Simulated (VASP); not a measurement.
Input of a VASP 6.6.1 run:

File INCAR:

```
PREC = Accurate
ENCUT = 600
EDIFF = 1E-6
ISMEAR = 0
SIGMA = 0.1
LREAL = F
LASPH = T
NELM = 80
ALGO = Normal
ISIF = 3
LWAVE = F
LCHARG = F
GGA = PE
IBRION = 2
NSW = 100
EDIFFG = -0.01
```

File KPOINTS:

```
regular mesh
0
Gamma
  8 8 8
```

File POSCAR:

```
SnSe4
1.0
    5.2334296900      0.0000000000      0.0000000000
    0.0000000000      5.2334296900      0.0000000000
    0.0000000000      0.0000000000      5.2334296900
Sn Se
1 4
Direct
    0.5000000000      0.5000000000      0.5000000000
    0.0000000000      0.0000000000      0.0000000000
    0.5000000000      0.5000000000      0.0000000000
    0.5000000000      0.0000000000      0.5000000000
    0.0000000000      0.5000000000      0.5000000000
```

Potentials or basis: VASP PAW PBE potentials, release 64 (Sn_d, Se).

Launch:

```sh
$ cat potpaw_PBE.64/Sn_d/POTCAR potpaw_PBE.64/Se/POTCAR > POTCAR
$ mpirun -np 1 vasp_std > vasp.out
```

Task: Estimate the relaxed volume.

Result: 29.11 Å³/atom.

Task: Predict the relaxed cell.

Result: a = 5.260 Å, b = 5.260 Å, c = 5.260 Å, α = 90.00°, β = 90.00°, γ = 90.00°.

Step by step:
```
step  energy change (eV)  largest force (eV/Å)  pressure (GPa)  volume (Å³)
   1              0.0000                0.0000            0.59       143.34
   2             -0.0037                0.0000           -0.04       145.53
```
